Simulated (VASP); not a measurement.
# TiO2 (P4_2/mnm) in VASP: further runs

The runs below take TiO2 through single point, with PBE.

Program: VASP 6.6.1. These are calculated values, not measurements. Logs are shortened: lines on timing, memory, paths and dates and some standing lists are left out, and cuts for length are marked.

### Step 1. The cell of the first run

The structure is tetragonal, space group P4_2/mnm (No. 136). Conventional cell: a = 4.535 Å, b = 4.535 Å, c = 2.806 Å, α = 90.00°, β = 90.00°, γ = 90.00°. Ti (site symmetry mmm) has 6 O at 1.88 to 1.96 Å within 2.5 Å. Within 2.5 Å of O (site symmetry m2m) lie 3 Ti at 1.88 to 1.96 Å.

### Step 2. Single point, PBE

Input file INCAR:

```
SYSTEM = TiO2
ALGO = Normal
EDIFF = 1E-7
ENCUT = 520
GGA = PE
ISIF = 2
ISMEAR = 0
LASPH = .TRUE.
LCHARG = .FALSE.
LREAL = .FALSE.
LWAVE = .FALSE.
NBANDS = 33
NELM = 80
PREC = Accurate
SIGMA = 0.05
```

Input file KPOINTS:

```
k-points
0
G
  6 6 10
  0 0 0
```

Input file POSCAR:

```
TiO2
1.0
    4.5351000000      0.0000000000      0.0000000000
    0.0000000000      4.5351000000      0.0000000000
    0.0000000000      0.0000000000      2.8058000000
Ti O
2 4
Direct
    0.0000000000      0.0000000000      0.0000000000
    0.5000000000      0.5000000000      0.5000000000
    0.3050970583      0.3050970583      0.0000000000
    0.1949029417      0.8050970583      0.5000000000
    0.6949029417      0.6949029417      0.0000000000
    0.8050970583      0.1949029417      0.5000000000
```

Potentials or basis: VASP PAW PBE potentials, release 64 (Ti_sv, O).

Run with:

```console
> cat potpaw_PBE.64/Ti_sv/POTCAR potpaw_PBE.64/O/POTCAR > POTCAR
> mpirun -np 1 vasp_std > vasp.out
```

OUTCAR:

```text
SYSTEM = TiO2
   EDIFF = 1E-7
   ENCUT = 520
   GGA = PE
   ISIF = 2
   ISMEAR = 0
   LASPH = .TRUE.
   LREAL = .FALSE.
   NELM = 80
   PREC = Accurate

 ion  position               nearest neighbor table
   1  0.000  0.000  0.000-   4 1.88   6 1.88   4 1.88   6 1.88   5 1.96   3 1.96
   2  0.500  0.500  0.500-   3 1.88   5 1.88   3 1.88   5 1.88   4 1.96   6 1.96
   3  0.305  0.305  0.000-   2 1.88   2 1.88   1 1.96
   4  0.195  0.805  0.500-   1 1.88   1 1.88   2 1.96
   5  0.695  0.695  0.000-   2 1.88   2 1.88   1 1.96
   6  0.805  0.195  0.500-   1 1.88   1 1.88   2 1.96

  LATTYP: Found a simple tetragonal cell.
 ALAT       =     4.5351000000
 C/A-ratio  =     0.6186853653

  Lattice vectors:

 A1 = (   4.5351000000,   0.0000000000,   0.0000000000)
 A2 = (   0.0000000000,   4.5351000000,   0.0000000000)
 A3 = (   0.0000000000,   0.0000000000,   2.8058000000)

Analysis of symmetry for initial positions (statically):
=====================================================================
 Subroutine PRICEL returns:
 Original cell was already a primitive cell.

 Routine SETGRP: Setting up the symmetry group for a
 simple tetragonal supercell.

 Subroutine GETGRP returns: Found 16 space group operations
 (whereof  8 operations were pure point group operations)
 out of a pool of 16 trial point group operations.

The static configuration has the point symmetry D_2h.
 The point group associated with its full space group is D_4h.

Analysis of symmetry for dynamics (positions and initial velocities):
=====================================================================
 Subroutine PRICEL returns:
 Original cell was already a primitive cell.

 Routine SETGRP: Setting up the symmetry group for a
 simple tetragonal supercell.

 Subroutine GETGRP returns: Found 16 space group operations
 (whereof  8 operations were pure point group operations)
 out of a pool of 16 trial point group operations.

The dynamic configuration has the point symmetry D_2h.
 The point group associated with its full space group is D_4h.

 Subroutine INISYM returns: Found 16 space group operations
 (whereof  8 operations are pure point group operations),
 and found     1 'primitive' translations

----------------------------------------------------------------------------------------

                                     Primitive cell

  volume of cell :      57.7073

  direct lattice vectors                    reciprocal lattice vectors
     4.535100000  0.000000000  0.000000000     0.220502304  0.000000000  0.000000000
     0.000000000  4.535100000  0.000000000     0.000000000  0.220502304  0.000000000
     0.000000000  0.000000000  2.805800000     0.000000000  0.000000000  0.356404590

  length of vectors
     4.535100000  4.535100000  2.805800000     0.220502304  0.220502304  0.356404590

  position of ions in fractional coordinates (direct lattice)
     0.000000000  0.000000000  0.000000000
     0.500000000  0.500000000  0.500000000
     0.305097058  0.305097058  0.000000000
     0.194902942  0.805097058  0.500000000
     0.694902942  0.694902942  0.000000000
     0.805097058  0.194902942  0.500000000

  ion indices of the primitive-cell ions
   primitive index   ion index
                 1           1
                 2           2
                 3           3
                 4           4
                 5           5
                 6           6

----------------------------------------------------------------------------------------

 KPOINTS: k-points

Automatic generation of k-mesh.
 Grid dimensions read from file:
 generate k-points for:    6    6   10

 Generating k-lattice:

  Cartesian coordinates                     Fractional coordinates (reciprocal lattice)
     0.036750384  0.000000000  0.000000000     0.166666667  0.000000000  0.000000000
     0.000000000  0.036750384  0.000000000     0.000000000  0.166666667  0.000000000
     0.000000000  0.000000000  0.035640459     0.000000000  0.000000000  0.100000000

  Length of vectors
     0.036750384  0.036750384  0.035640459

  Shift w.r.t. Gamma in fractional coordinates (k-lattice)
     0.000000000  0.000000000  0.000000000

 Subroutine IBZKPT returns following result:
 ===========================================

 Found     60 irreducible k-points:

 Following reciprocal coordinates:
            Coordinates               Weight
  0.000000  0.000000  0.000000      1.000000
  0.166667  0.000000  0.000000      4.000000
  0.333333  0.000000  0.000000      4.000000
  0.500000  0.000000  0.000000      2.000000
  0.166667  0.166667  0.000000      4.000000
  0.333333  0.166667  0.000000      8.000000
[... 16 lines left out ...]
  0.333333  0.000000  0.200000      8.000000
  0.500000  0.000000  0.200000      4.000000
 [... further k-points ...]
   k-points           NKPTS =     60   k-points in BZ     NKDIM =     60   number of bands    NBANDS=     33
   number of dos      NEDOS =    301   number of ions     NIONS =      6
   total plane-waves  NPLWV =  31104
   dimension x,y,z NGX =    36 NGY =   36 NGZ =   24
   dimension x,y,z NGXF=    72 NGYF=   72 NGZF=   48
   ions per type =               2   4
   NGX,Y,Z   is equivalent  to a cutoff of  13.20, 13.20, 14.22 a.u.
   NGXF,Y,Z  is equivalent  to a cutoff of  26.39, 26.39, 28.44 a.u.
 SYSTEM =  TiO2
   PREC   = accura    normal or accurate (medium, high low for compatibility)
   ISTART =      0    job   : 0-new  1-cont  2-samecut
   ICHARG =      2    charge: 1-file 2-atom 10-const
   ISPIN  =      1    spin polarized calculation?
   LNONCOLLINEAR =      F non collinear calculations
   LSORBIT =      F    spin-orbit coupling
   LASPH  =      T    aspherical Exc in radial PAW
   ENCUT  =  520.0 eV  38.22 Ry    6.18 a.u.   8.43  8.43  5.22*2*pi/ulx,y,z
   NELM   =     80;   NELMIN=  2; NELMDL= -5     # of ELM steps
   EDIFF  = 0.1E-06   stopping-criterion for ELM
   LREAL  =      F    real-space projection
   EDIFFG = 0.1E-05   stopping-criterion for IOM
   NSW    =      0    number of steps for IOM
   IBRION =     -1    ionic relax: 0-MD 1-quasi-New 2-CG
   NFREE  =      0    steps in history (QN), initial steepest desc. (CG)
   ISIF   =      2    stress and relaxation
   ISYM   =      2    0-nonsym 1-usesym 2-fastsym
   POTIM  = 0.5000    time-step for ionic-motion
   TEBEG  =    0.0;   TEEND  =   0.0 temperature during run
   PSTRESS=    0.0 pullay stress
   NELECT =      48.0000    total number of electrons
   NUPDOWN=      -1.0000    fix difference up-down
   EMIN   =  10.00;   EMAX   =-10.00  energy-range for DOS
   EFERMI =   0.00;   METHOD = LEGACY
   ISMEAR =     0;   SIGMA  =   0.05  broadening in eV -4-tet -1-fermi 0-gaus
   EFERMI_NEDOS =   21; number of points for ismear=-14 and -15
   IALGO  =     38    algorithm
   IMIX   =      4    mixing-type and parameters
     AMIX     =   0.40;   BMIX     =  1.00
     AMIX_MAG =   1.60;   BMIX_MAG =  1.00
  volume/ion in A,a.u.               =       9.62        64.90
  Fermi-wavevector in a.u.,A,eV,Ry     =   1.539614  2.909448 32.251390  2.370410
  Thomas-Fermi vector in A             =   2.645817
   LORBIT       =      0    0 simple, 1 ext, 2 COOP (PROOUT), +10 PAW based schemes
   GGA     = PE    functional components
   LHFCALC =     F    Hartree Fock is set to
   AEXX    =    0.0000 exact exchange contribution
   IVDW    =     0    specifies the selected vdW correction
   LEPSILON=     F    determine dielectric tensor
   LRPA    =     F    only Hartree local field effects (RPA)
 non-spin polarized calculation
 Gauss-broadening in eV      SIGMA  =   0.05
  energy-cutoff  :      520.00
  volume of cell :       57.71
 maximum number of plane-waves:      1586
 NGX is ok and might be reduce to    36
   NGX = 17   NGY = 17   NGZ = 11

 number of electron      48.0000014 magnetization

 Free energy of the ion-electron system (eV)
  ---------------------------------------------------
  ext. energy  EPLUGINS =         0.00000000
  ---------------------------------------------------
  free energy    TOTEN  =       -53.02320798 eV

  energy without entropy =      -53.02320798  energy(sigma->0) =      -53.02320798

 E-fermi :   5.8945     XC(G=0): -11.8207

 val. band max:        5.5076610405   @ k =   0.0000   0.0000   0.0000
 cond. band min:       7.6597458441   @ k =   0.0000   0.0000   0.0000
 fundamental gap:      2.1520848036
 Fermi energy:         5.8944522733

 k-point     1 :       0.0000    0.0000    0.0000
  band No.  band energies     occupation
      1     -50.9351      2.00000
      2     -50.9108      2.00000
      3     -27.3435      2.00000
      4     -27.3435      2.00000
      5     -27.1037      2.00000
      6     -27.1037      2.00000
[... 25 lines left out ...]
     32      13.1321      0.00000
     33      13.1327      0.00000

 k-point     2 :       0.1667    0.0000    0.0000
  band No.  band energies     occupation
      1     -50.9335      2.00000
      2     -50.9124      2.00000
      3     -27.3319      2.00000
      4     -27.3308      2.00000
      5     -27.1181      2.00000
      6     -27.1169      2.00000
[... 25 lines left out ...]
     32      13.0363      0.00000
     33      13.0546      0.00000

 k-point     3 :       0.3333    0.0000    0.0000
  band No.  band energies     occupation
      1     -50.9290      2.00000
      2     -50.9168      2.00000
      3     -27.3020      2.00000
      4     -27.2992      2.00000
      5     -27.1532      2.00000
      6     -27.1502      2.00000
[... 25 lines left out ...]
     32      12.8446      0.00000
     33      12.8812      0.00000

 k-point     4 :       0.5000    0.0000    0.0000
  band No.  band energies     occupation
      1     -50.9229      2.00000
      2     -50.9229      2.00000
      3     -27.2780      2.00000
      4     -27.2780      2.00000
      5     -27.1760      2.00000
      6     -27.1760      2.00000
[... 25 lines left out ...]
     32      12.3400      0.00000
     33      12.7635      0.00000

 k-point     5 :       0.1667    0.1667    0.0000
  band No.  band energies     occupation
      1     -50.9320      2.00000
      2     -50.9138      2.00000
      3     -27.3478      2.00000
      4     -27.2974      2.00000
      5     -27.1540      2.00000
      6     -27.1011      2.00000
[... 604 lines left out ...]
 k-point    22 :       0.1667    0.0000    0.2000
  band No.  band energies     occupation
      1     -50.9050      2.00000
      2     -50.8879      2.00000
      3     -27.2869      2.00000
      4     -27.2656      2.00000
      5     -27.2426      2.00000
      6     -27.2405      2.00000
[... 25 lines left out ...]
     32      12.3916      0.00000
     33      12.6584      0.00000

 k-point    23 :       0.3333    0.0000    0.2000
  band No.  band energies     occupation
      1     -50.9014      2.00000
      2     -50.8915      2.00000
      3     -27.2889      2.00000
      4     -27.2619      2.00000
      5     -27.2338      2.00000
      6     -27.2146      2.00000
[... 25 lines left out ...]
     32      11.9249      0.00000
     33      12.6270      0.00000

 k-point    24 :       0.5000    0.0000    0.2000
  band No.  band energies     occupation
      1     -50.8965      2.00000
      2     -50.8965      2.00000
      3     -27.2783      2.00000
      4     -27.2783      2.00000
      5     -27.2088      2.00000
      6     -27.2088      2.00000
[... 25 lines left out ...]
     32      11.6602      0.00000
     33      12.9405      0.00000

 [... further k-points ...]
[... 5 lines left out ...]
  --------------------------------------------------------------------------------------
  -------------------------------------------------------------------------------------
  Total        9.0543105      9.0543105     16.0908253      0.0000000      0.0000000      0.0000000
  in kB      251.3827784    251.3827784    446.7437184      0.0000000      0.0000000      0.0000000
  external PRESSURE =     316.5030917 kB  Pullay stress =       0.0000000 kB

 VOLUME and BASIS-vectors are now :
 -----------------------------------------------------------------------------
  energy-cutoff  :      520.00
  volume of cell :       57.71
      direct lattice vectors                 reciprocal lattice vectors
     4.535100000  0.000000000  0.000000000     0.220502304  0.000000000  0.000000000
     0.000000000  4.535100000  0.000000000     0.000000000  0.220502304  0.000000000
     0.000000000  0.000000000  2.805800000     0.000000000  0.000000000  0.356404590

 POSITION                                       TOTAL-FORCE (eV/Angst)
 -----------------------------------------------------------------------------------
      0.00000      0.00000      0.00000        -0.000000      0.000000      0.000000
      2.26755      2.26755      1.40290        -0.000000      0.000000      0.000000
      1.38365      1.38365      0.00000        -0.567763     -0.567763      0.000000
      0.88390      3.65120      1.40290         0.567763     -0.567763      0.000000
      3.15145      3.15145      0.00000         0.567763      0.567763     -0.000000
      3.65120      0.88390      1.40290        -0.567763      0.567763     -0.000000
 -----------------------------------------------------------------------------------
    total drift:                               -0.000000      0.000000     -0.000000

  FREE ENERGIE OF THE ION-ELECTRON SYSTEM (eV)
  ---------------------------------------------------
  free  energy   TOTEN  =       -53.0232079753 eV

  energy  without entropy=      -53.0232079753  energy(sigma->0) =      -53.02320798
```

Run time: 45 s. Hardware: 1 thread of Intel Xeon 6975P-C (Granite Rapids), shared host; peak memory 0.23 GiB.

What came out:

- Free energy: -53.0232 eV
- Pressure: 31.7 GPa
- Largest force: 0.803 eV/Å
- Band gap on the k mesh: 2.15 eV, direct

Forces on the atoms (eV/Å):
```
Ti   0.000  0.000  0.000
Ti   0.000  0.000  0.000
O   -0.568 -0.568  0.000
O    0.568 -0.568  0.000
O    0.568  0.568  0.000
O   -0.568  0.568  0.000
```

A k mesh can miss the band edges. Expect the measured gap to be larger: semilocal functionals such as PBE lack the derivative discontinuity.

(Part 1 of 3 ends here.)
